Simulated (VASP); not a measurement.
# Ru (P6/mmm) in VASP: notebook

Runs on Ru. Level: PBE. Tasks: single point, relaxation of cell and atoms.

Program: VASP 6.6.1. These are calculated values, not measurements. Logs are shortened: lines on timing, memory, paths and dates and some standing lists are left out, and cuts for length are marked.

## (1) The cell of the first run

The structure is hexagonal, space group P6/mmm (No. 191). The conventional cell has a = 4.111 Å, b = 4.111 Å, c = 2.560 Å, α = 90.00°, β = 90.00°, γ = 120.00°. Within 3.4 Å of Ru (site symmetry 6/mmm) lie 14 Ru at 2.56 to 2.70 Å. Within 3.1 Å of Ru (site symmetry -6m2) lie 11 Ru at 2.37 to 2.70 Å.

## (2) Single point, PBE

Input file INCAR:

```
SYSTEM = Ru
ALGO     = Normal         ! electronic algorithm
EDIFF    = 1E-6           ! SCF threshold, eV
ENCUT    = 520            ! plane-wave cutoff, eV
GGA      = PE             ! functional
ISIF     = 2              ! what is computed and relaxed
ISMEAR   = -1             ! smearing method
LASPH    = .TRUE.         ! aspherical terms in the spheres
LCHARG   = .TRUE.         ! write CHGCAR
LELF     = .TRUE.         ! ELF
LREAL    = .FALSE.        ! projectors in reciprocal space
LVHAR    = .TRUE.       
LWAVE    = .FALSE.        ! write WAVECAR
NBANDS   = 28             ! bands
NELM     = 80             ! most SCF steps
PREC     = Accurate       ! precision mode
SIGMA    = 0.1            ! smearing width, eV
```

Input file KPOINTS:

```
k-points
0
G
  9 9 12
  0 0 0
```

Input file POSCAR:

```
Ru
1.0
    4.1110127905      0.0000000000      0.0000000000
   -2.0555063952      3.5602415119      0.0000000000
    0.0000000000      0.0000000000      2.5596104858
Ru
3
Direct
    0.0000000000      0.0000000000      0.0000000000
    0.3333333333      0.6666666667      0.5000000000
    0.6666666667      0.3333333333      0.5000000000
```

Potentials or basis: VASP PAW PBE potentials, release 64 (Ru_pv).

Run with:

```bash
$ cat potpaw_PBE.64/Ru_pv/POTCAR > POTCAR
$ mpirun -np 1 vasp_std > vasp.out
```

OUTCAR:

```text
SYSTEM = Ru
   EDIFF = 1E-6
   ENCUT = 520
   GGA = PE
   ISIF = 2
   ISMEAR = -1
   LASPH = .TRUE.
   LREAL = .FALSE.
   NELM = 80
   PREC = Accurate

 ion  position               nearest neighbor table
   1  0.000  0.000  0.000-   2 2.70   3 2.70   2 2.70   3 2.70   3 2.70   3 2.70   2 2.70   2 2.70
                             3 2.70   3 2.70   2 2.70   2 2.70
   2  0.333  0.667  0.500-   3 2.37   3 2.37   3 2.37   1 2.70   1 2.70   1 2.70   1 2.70   1 2.70
                             1 2.70
   3  0.667  0.333  0.500-   2 2.37   2 2.37   2 2.37   1 2.70   1 2.70   1 2.70   1 2.70   1 2.70
                             1 2.70

  LATTYP: Found a hexagonal cell.
 ALAT       =     4.1110127905
 C/A-ratio  =     0.6226228465

  Lattice vectors:

 A1 = (   4.1110127905,   0.0000000000,   0.0000000000)
 A2 = (  -2.0555063952,   3.5602415119,   0.0000000000)
 A3 = (   0.0000000000,   0.0000000000,   2.5596104858)

Analysis of symmetry for initial positions (statically):
=====================================================================
 Subroutine PRICEL returns:
 Original cell was already a primitive cell.

 Routine SETGRP: Setting up the symmetry group for a
 hexagonal supercell.

 Subroutine GETGRP returns: Found 24 space group operations
 (whereof 24 operations were pure point group operations)
 out of a pool of 24 trial point group operations.

The static configuration has the point symmetry D_6h.

Analysis of symmetry for dynamics (positions and initial velocities):
=====================================================================
 Subroutine PRICEL returns:
 Original cell was already a primitive cell.

 Routine SETGRP: Setting up the symmetry group for a
 hexagonal supercell.

 Subroutine GETGRP returns: Found 24 space group operations
 (whereof 24 operations were pure point group operations)
 out of a pool of 24 trial point group operations.

The dynamic configuration has the point symmetry D_6h.

 Subroutine INISYM returns: Found 24 space group operations
 (whereof 24 operations are pure point group operations),
 and found     1 'primitive' translations

----------------------------------------------------------------------------------------

                                     Primitive cell

  volume of cell :      37.4630

  direct lattice vectors                    reciprocal lattice vectors
     4.111012791  0.000000000  0.000000000     0.243249061  0.140439911  0.000000000
    -2.055506395  3.560241512  0.000000000     0.000000000  0.280879821  0.000000000
     0.000000000  0.000000000  2.559610486     0.000000000  0.000000000  0.390684444

  length of vectors
     4.111012791  4.111012791  2.559610486     0.280879821  0.280879821  0.390684444

  position of ions in fractional coordinates (direct lattice)
     0.000000000  0.000000000  0.000000000
     0.333333333  0.666666667  0.500000000
     0.666666667  0.333333333  0.500000000

  ion indices of the primitive-cell ions
   primitive index   ion index
                 1           1
                 2           2
                 3           3

----------------------------------------------------------------------------------------

 KPOINTS: k-points

Automatic generation of k-mesh.
 Grid dimensions read from file:
 generate k-points for:    9    9   12

 Generating k-lattice:

  Cartesian coordinates                     Fractional coordinates (reciprocal lattice)
     0.027027673  0.015604435  0.000000000     0.111111111 -0.000000000  0.000000000
     0.000000000  0.031208869  0.000000000     0.000000000  0.111111111  0.000000000
     0.000000000  0.000000000  0.032557037     0.000000000  0.000000000  0.083333333

  Length of vectors
     0.031208869  0.031208869  0.032557037

  Shift w.r.t. Gamma in fractional coordinates (k-lattice)
     0.000000000  0.000000000  0.000000000

 Subroutine IBZKPT returns following result:
 ===========================================

 Found     84 irreducible k-points:

 Following reciprocal coordinates:
            Coordinates               Weight
  0.000000  0.000000  0.000000      1.000000
  0.111111  0.000000  0.000000      6.000000
  0.222222  0.000000  0.000000      6.000000
  0.333333  0.000000  0.000000      6.000000
  0.444444  0.000000  0.000000      6.000000
  0.111111  0.111111  0.000000      6.000000
[... 16 lines left out ...]
  0.333333  0.222222  0.083333     24.000000
  0.333333  0.333333  0.083333      4.000000
 [... further k-points ...]
   k-points           NKPTS =     84   k-points in BZ     NKDIM =     84   number of bands    NBANDS=     28
   number of dos      NEDOS =    301   number of ions     NIONS =      3
   total plane-waves  NPLWV =  20480
   dimension x,y,z NGX =    32 NGY =   32 NGZ =   20
   dimension x,y,z NGXF=    64 NGYF=   64 NGZF=   40
   ions per type =               3
   NGX,Y,Z   is equivalent  to a cutoff of  12.94, 12.94, 12.99 a.u.
   NGXF,Y,Z  is equivalent  to a cutoff of  25.88, 25.88, 25.98 a.u.
[... 23 lines left out ...]
   EMIN   =  10.00;   EMAX   =-10.00  energy-range for DOS
   EFERMI =   0.00;   METHOD = LEGACY
   ISMEAR =    -1;   SIGMA  =   0.10  broadening in eV -4-tet -1-fermi 0-gaus
   EFERMI_NEDOS =   21; number of points for ismear=-14 and -15
   IALGO  =     38    algorithm
   IMIX   =      4    mixing-type and parameters
     AMIX     =   0.40;   BMIX     =  1.00
     AMIX_MAG =   1.60;   BMIX_MAG =  1.00
  volume/ion in A,a.u.               =      12.49        84.27
  Fermi-wavevector in a.u.,A,eV,Ry     =   1.700685  3.213829 39.352530  2.892329
  Thomas-Fermi vector in A             =   2.780775
   LORBIT       =      0    0 simple, 1 ext, 2 COOP (PROOUT), +10 PAW based schemes
   GGA     = PE    functional components
   LHFCALC =     F    Hartree Fock is set to
   AEXX    =    0.0000 exact exchange contribution
   IVDW    =     0    specifies the selected vdW correction
   LEPSILON=     F    determine dielectric tensor
   LRPA    =     F    only Hartree local field effects (RPA)
 non-spin polarized calculation
  energy-cutoff  :      520.00
  volume of cell :       37.46
 maximum number of plane-waves:      1054
 NGX is ok and might be reduce to    32
   NGX = 15   NGY = 15   NGZ =  9

 number of electron      42.0000011 magnetization

 Free energy of the ion-electron system (eV)
  ---------------------------------------------------
  ext. energy  EPLUGINS =         0.00000000
  ---------------------------------------------------
  free energy    TOTEN  =       -26.33275716 eV

  energy without entropy =      -26.23481562  energy(sigma->0) =      -26.28378639

 E-fermi :  14.6582     XC(G=0): -14.6269

 val. band max:       14.6444102271   @ k =   0.3333   0.0000   0.0000
 cond. band min:      14.6662490649   @ k =   0.4444   0.1111   0.1667
 fundamental gap:      0.0218388378
 Fermi energy:        14.6582416505

 k-point     1 :       0.0000    0.0000    0.0000
  band No.  band energies     occupation
      1     -29.3550      2.00000
      2     -29.3550      2.00000
      3     -28.8677      2.00000
      4     -28.8677      2.00000
      5     -28.4295      2.00000
      6     -28.0685      2.00000
[... 20 lines left out ...]
     27      24.8578      0.00000
     28      24.8699      0.00000

 k-point     2 :       0.1111    0.0000    0.0000
  band No.  band energies     occupation
      1     -29.4043      2.00000
      2     -29.3677      2.00000
      3     -28.8071      2.00000
      4     -28.7945      2.00000
      5     -28.4168      2.00000
      6     -28.0755      2.00000
[... 20 lines left out ...]
     27      22.9760      0.00000
     28      24.8607      0.00000

 k-point     3 :       0.2222    0.0000    0.0000
  band No.  band energies     occupation
      1     -29.4994      2.00000
      2     -29.3566      2.00000
      3     -28.6795      2.00000
      4     -28.6402      2.00000
      5     -28.3807      2.00000
      6     -28.2439      2.00000
[... 20 lines left out ...]
     27      21.0216      0.00000
     28      24.8574      0.00000

 k-point     4 :       0.3333    0.0000    0.0000
  band No.  band energies     occupation
      1     -29.5822      2.00000
      2     -29.2725      2.00000
      3     -28.5496      2.00000
      4     -28.5494      2.00000
      5     -28.4247      2.00000
      6     -28.3267      2.00000
[... 578 lines left out ...]
     27      18.3721      0.00000
     28      24.8602      0.00000

 k-point    23 :       0.3333    0.2222    0.0833
  band No.  band energies     occupation
      1     -29.5279      2.00000
      2     -29.1713      2.00000
      3     -28.8807      2.00000
      4     -28.4129      2.00000
      5     -28.3993      2.00000
      6     -28.2723      2.00000
[... 20 lines left out ...]
     27      17.1564      0.00000
     28      24.8601      0.00000

 k-point    24 :       0.3333    0.3333    0.0833
  band No.  band energies     occupation
      1     -29.4993      2.00000
      2     -29.0624      2.00000
      3     -29.0624      2.00000
      4     -28.3891      2.00000
      5     -28.3891      2.00000
      6     -28.2363      2.00000
[... 20 lines left out ...]
     27      16.4929      0.00000
     28      24.8602      0.00000

 [... further k-points ...]
[... 5 lines left out ...]
  --------------------------------------------------------------------------------------
  -------------------------------------------------------------------------------------
  Total       11.3030186     11.3030186     11.2302012      0.0000000     -0.0000000      0.0000000
  in kB      483.3957829    483.3957829    480.2816022      0.0000000     -0.0000000      0.0000000
  external PRESSURE =     482.3577227 kB  Pullay stress =       0.0000000 kB

 VOLUME and BASIS-vectors are now :
 -----------------------------------------------------------------------------
  energy-cutoff  :      520.00
  volume of cell :       37.46
      direct lattice vectors                 reciprocal lattice vectors
     4.111012791  0.000000000  0.000000000     0.243249061  0.140439911  0.000000000
    -2.055506395  3.560241512  0.000000000     0.000000000  0.280879821  0.000000000
     0.000000000  0.000000000  2.559610486     0.000000000  0.000000000  0.390684444

 POSITION                                       TOTAL-FORCE (eV/Angst)
 -----------------------------------------------------------------------------------
      0.00000      0.00000      0.00000        -0.000000      0.000000      0.000000
     -0.00000      2.37349      1.27981         0.000000      0.000000     -0.000000
      2.05551      1.18675      1.27981        -0.000000      0.000000      0.000000
 -----------------------------------------------------------------------------------
    total drift:                               -0.000000      0.000000      0.000000

  FREE ENERGIE OF THE ION-ELECTRON SYSTEM (eV)
  ---------------------------------------------------
  free  energy   TOTEN  =       -26.3327571605 eV

  energy  without entropy=      -26.2348156233  energy(sigma->0) =      -26.28378639
```

Wall time 52 s (1 thread of Intel Xeon 6975P-C, shared host); peak memory 0.2 GiB.

What came out:

```
Free energy            : -26.3328 eV
Pressure               : 48.2 GPa
Band gap on the k mesh : zero (band 21 reaches 15.98 eV, above the bottom of band 22 at 13.14 eV)
```

Stress tensor (GPa, compression positive):
```
48.34  0.00  0.00
 0.00 48.34  0.00
 0.00  0.00 48.03
```

Levels at points of the mesh, in eV from the Fermi level:
```csv
k point,band 18,band 19,band 20,band 21,band 22,band 23,band 24,band 25
"(0.00, 0.00, 0.00)",-2.52,-2.52,-1.63,-1.63,-1.52,-1.52,2.00,2.00
"(0.00, 0.00, 0.50)",-2.39,-2.39,0.76,0.76,1.56,1.56,2.94,4.11
```

## (3) Single point, PBE

Input file INCAR:

```
  ALGO = Normal
  EDIFF = 1E-6
  ENCUT = 520
  GGA = PE
  ISIF = 2
  ISMEAR = -1
  LASPH = T
  LCHARG = F
  LREAL = F
  LWAVE = F
  NBANDS = 28
  NELM = 60
  PREC = Accurate
  SIGMA = 0.1
```

Input file KPOINTS:

```
k-points
0
Gamma
  9 9 12
```

Input file POSCAR:

```
Ru
1.0
    4.1107058535      0.0000000000      0.0000000000
   -2.0553529267      3.5599756967      0.0000000000
    0.0000000000      0.0000000000      2.5594517325
Ru
3
Direct
    0.0000000000      0.0000000000      0.0000000000
    0.3333333333      0.6666666667      0.5000000000
    0.6666666667      0.3333333333      0.5000000000
```

Potentials or basis: VASP PAW PBE potentials, release 64 (Ru_pv).

Run with:

```bash
$ cat potpaw_PBE.64/Ru_pv/POTCAR > POTCAR
$ mpirun -np 1 vasp_std > vasp.out
```

It took 45 s on 1 thread of Intel Xeon 6975P-C, shared host; peak memory 0.2 GiB.

The run converged. Its results:

- Free energy: -26.3304 eV
- Pressure: 48.3 GPa
- Band gap on the k mesh: zero (band 21 reaches 15.98 eV, above the bottom of band 22 at 13.14 eV)

Stress tensor (GPa, compression positive):
```
48.45  0.00  0.00
 0.00 48.45  0.00
 0.00  0.00 48.12
```

Levels at points of the mesh, in eV from the Fermi level:
```tsv
k point	band 18	band 19	band 20	band 21	band 22	band 23	band 24	band 25
(0.00, 0.00, 0.00)	-2.52	-2.52	-1.63	-1.63	-1.52	-1.52	2.00	2.00
(0.00, 0.00, 0.50)	-2.40	-2.40	0.76	0.76	1.56	1.56	2.94	4.11
```

## (4) Relaxation of cell and atoms, PBE, target pressure 48 GPa, at which the enthalpy is minimised

Input file INCAR:

```
ALGO     = Normal         # electronic algorithm
EDIFF    = 1E-6           # SCF threshold, eV
EDIFFG   = -0.005         # ionic threshold
ENCUT    = 600            # plane-wave cutoff, eV
GGA      = PE             # functional
IBRION   = 2              # ionic algorithm
ISIF     = 3              # what is computed and relaxed
ISMEAR   = -1             # smearing method
LASPH    = True           # aspherical terms in the spheres
LCHARG   = False          # write CHGCAR
LREAL    = False          # projectors in reciprocal space
LWAVE    = False          # write WAVECAR
NELM     = 80             # most SCF steps
NSW      = 32             # ionic steps
PREC     = Accurate       # precision mode
PSTRESS  = 480.0        
SIGMA    = 0.1            # smearing width, eV
```

KPOINTS is that of step 3.

Input file POSCAR:

```
Ru
1.0
    4.1110127905      0.0000000000      0.0000000000
   -2.0555063952      3.5602415119      0.0000000000
    0.0000000000      0.0000000000      2.5596104858
Ru
3
Direct
    0.0000000000      0.0000000000      0.0000000000
    0.3333333333      0.6666666667      0.5000000000
    0.6666666667      0.3333333333      0.5000000000
```

Run with:

```bash
$ cat potpaw_PBE.64/Ru_pv/POTCAR > POTCAR
$ mpirun -np 1 vasp_std > vasp.out
```

Run time: 2 min. Hardware: 1 thread of AMD EPYC 7R13 (Zen 3), shared host; peak memory 0.19 GiB.

It converged, with:

```
Free energy                                            : -26.3375 eV
Relaxed volume                                         : 12.49 Å³/atom
Relaxed cell                                           : a = 4.112 Å, b = 4.112 Å, c = 2.559 Å, α = 90.00°, β = 90.00°, γ = 120.00°
Space group after relaxing (to 0.05 Å)                 : P6/mmm (No. 191)
Energy change on relaxing (the enthalpy is what falls) : -1.5 meV/atom
Ionic steps                                            : 3
Pressure after relaxing                                : 48.0 GPa
Band gap on the k mesh                                 : zero (band 21 reaches 15.97 eV, above the bottom of band 22 at 13.13 eV)
```

The path:
```tsv
step	energy change (eV)	largest force (eV/Å)	pressure (GPa)	volume (Å³)
1	0.0000	0.0000	48.11	37.46
2	-0.0139	0.0000	47.52	37.51
3	-0.0045	0.0000	47.98	37.48
```

Final structure:
```xyz
3
Lattice="4.1120 0.0000 0.0000 -2.0560 3.5611 0.0000 0.0000 0.0000 2.5593" Properties=species:S:1:pos:R:3 pbc="T T T"
Ru   -2.0560    3.5611    2.5593
Ru    0.0000    2.3741    1.2797
Ru    2.0560    1.1870    1.2797
```

Levels at points of the mesh, in eV from the Fermi level:
```tsv
k point	band 19	band 20	band 21	band 22	band 23	band 24
(0.00, 0.00, 0.00)	-2.52	-1.63	-1.63	-1.52	-1.52	2.00
(0.00, 0.00, 0.50)	-2.40	0.76	0.76	1.56	1.56	2.94
```

Caveat: the cell is relaxed towards a set pressure, so the enthalpy falls and the energy may rise.

## (5) Relaxation of cell and atoms, PBE, target pressure 48 GPa, at which the enthalpy is minimised

This run uses another cell than the first one, of 12.29 Å³/atom, 0.984 times its volume.

Input file INCAR:

```
PREC = Accurate ; ENCUT = 600
EDIFF = 1E-7 ; ISMEAR = -1
SIGMA = 0.1 ; LREAL = False
LASPH = True ; NELM = 60
ALGO = Normal ; ISIF = 3
LWAVE = False ; LCHARG = False
GGA = PE ; IBRION = 2
NSW = 60 ; EDIFFG = -0.005
PSTRESS = 480.0
```

Input file KPOINTS:

```
Automatic mesh
0
Gamma
  9 9 12
```

Input file POSCAR:

```
Ru
1.0
    4.0953443501      0.0000000000      0.0000000000
   -2.0476721750      3.5466722444      0.0000000000
    0.0000000000      0.0000000000      2.5391134970
Ru
3
Direct
    0.0000000000      0.0000000000      0.0000000000
    0.3333333333      0.6666666667      0.5000000000
    0.6666666667      0.3333333333      0.5000000000
```

Run with:

```bash
$ cat potpaw_PBE.64/Ru_pv/POTCAR > POTCAR
$ mpirun -np 1 vasp_std > vasp.out
```

It took 2.5 min on 1 thread of Intel Xeon 6975P-C (Granite Rapids), shared host; peak memory 0.22 GiB.

It converged, with:

* Free energy: -26.3362 eV
* Relaxed volume: 12.49 Å³/atom
* Relaxed cell: a = 4.112 Å, b = 4.112 Å, c = 2.559 Å, α = 90.00°, β = 90.00°, γ = 120.00°
* Space group after relaxing (to 0.05 Å): P6/mmm (No. 191)
* Energy change on relaxing (the enthalpy is what falls): -64.7 meV/atom
* Ionic steps: 6
* Pressure after relaxing: 48.0 GPa
* Band gap on the k mesh: zero (band 21 reaches 15.97 eV, above the bottom of band 22 at 13.13 eV)

The path:
```csv
step,energy change (eV),largest force (eV/Å),pressure (GPa),volume (Å³)
1,0.0000,0.0000,56.34,36.88
2,-0.7526,0.0000,15.36,40.40
3,-0.2008,0.0000,47.62,37.50
4,-0.1944,0.0000,47.90,37.48
5,-0.1933,0.0000,48.11,37.47
6,-0.1942,0.0000,48.00,37.48
```

Final structure:
```cif
data_structure
_symmetry_space_group_name_H-M 'P 1'
_symmetry_Int_Tables_number 1
_cell_length_a 4.1121
_cell_length_b 4.1121
_cell_length_c 2.5591
_cell_angle_alpha 90.000
_cell_angle_beta 90.000
_cell_angle_gamma 120.000
_cell_volume 37.48
loop_
_atom_site_label
_atom_site_type_symbol
_atom_site_fract_x
_atom_site_fract_y
_atom_site_fract_z
_atom_site_occupancy
Ru1 Ru 0.00000 0.00000 0.00000 1
Ru2 Ru 0.33333 0.66667 0.50000 1
Ru3 Ru 0.66667 0.33333 0.50000 1
```

Levels at points of the mesh, in eV from the Fermi level:
```csv
k point,band 18,band 19,band 20,band 21,band 22,band 23,band 24,band 25
"(0.00, 0.00, 0.00)",-2.52,-2.52,-1.63,-1.63,-1.52,-1.52,2.00,2.00
"(0.00, 0.00, 0.50)",-2.40,-2.40,0.76,0.76,1.56,1.56,2.94,4.11
```

Caveat: the cell is relaxed towards a set pressure, so the enthalpy falls and the energy may rise.

## (6) Summary

```csv
task,cell,cutoff (eV),gap on the mesh (eV),pressure (GPa)
single point,"a = 4.111, b = 4.111, c = 2.560 Å, angles 90.0, 90.0, 120.0°, 3 atoms",520,none,48.2
single point,"a = 4.111, b = 4.111, c = 2.559 Å, angles 90.0, 90.0, 120.0°, 3 atoms",520,none,48.3
relaxation of cell and atoms,"relaxed to 48 GPa from a = 4.111, b = 4.111, c = 2.560 Å, angles 90.0, 90.0, 120.0°, 3 atoms",600,none,48.0
relaxation of cell and atoms,"relaxed to 48 GPa from a = 4.095, b = 4.095, c = 2.539 Å, angles 90.0, 90.0, 120.0°, 3 atoms",600,none,48.0
```

Alike in all rows: level PBE; potentials or basis VASP PAW PBE potentials, release 64 (Ru_pv); no spin polarisation; k mesh 9 × 9 × 12; smearing fermi-dirac 0.1 eV.

Caveats: the cell is relaxed towards a set pressure, so the enthalpy falls and the energy may rise (some runs).

Total energies depend on the potentials used, so only differences within one code and one set of settings carry meaning.
